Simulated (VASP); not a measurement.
ScF5:

```xyz
6
Lattice="4.1808 0.0000 0.0000 0.0000 4.1808 0.0000 0.0000 0.0000 4.6289" Properties=species:S:1:pos:R:3 pbc="T T T"
Sc    2.0904    2.0904    0.0000
F     0.0000    2.0904    0.0000
F     2.0904    0.0000    0.0000
F     0.0000    2.0904    2.3145
F     2.0904    0.0000    2.3145
F     0.0000    0.0000    0.0000
```

The cell was built from a structure type or drawn by symmetry, and may not be a known phase.

- Program: VASP 6.6.1
- Task: relaxation of cell and atoms
- Functional: PBE
- Potentials or basis: VASP PAW PBE potentials, release 64 (Sc_sv, F)
- Cutoff: 600 eV
- k mesh: 4 × 4 × 4
- Occupations: gaussian, width 0.1 eV
- Spin: collinear spin
- Starting moments: [0.0, 1.0, 1.0, 1.0, 1.0, 1.0] μB

At the start: pressure -0.8 GPa; volume 13.49 Å³/atom.

Problem. How do energy, volume and symmetry change on relaxing?

Solution. Over 5 steps the energy falls by 3.0 meV/atom and the volume is 13.62 Å³/atom (+1.0 %); space group P4/mmm (No. 123, to 0.1 Å) before and after; moment 2.00 μB per cell.

Step by step:
```
step  energy change (eV)  largest force (eV/Å)  pressure (GPa)  volume (Å³)
   1              0.0000                0.0000           -0.81        80.91
   2             -0.0107                0.0000            0.51        80.11
   3             -0.0109                0.0000            0.72        79.99
   4             -0.0144                0.0000            0.52        80.52
   5             -0.0181                0.0000            0.16        81.70
```

Final structure:
```xyz
6
Lattice="4.1449 0.0000 0.0000 0.0000 4.1449 0.0000 0.0000 0.0000 4.7552" Properties=species:S:1:pos:R:3 pbc="T T T"
Sc    2.0725    2.0725    0.0000
F     0.0000    2.0725    0.0000
F     2.0725    0.0000    4.7552
F     0.0000    2.0725    2.3776
F     2.0725    0.0000    2.3776
F     0.0000    0.0000    4.7552
```

Caveat: the k points lie up to 0.38 Å⁻¹ apart in the final cell, too coarse for converged energies and pressures of a metal.
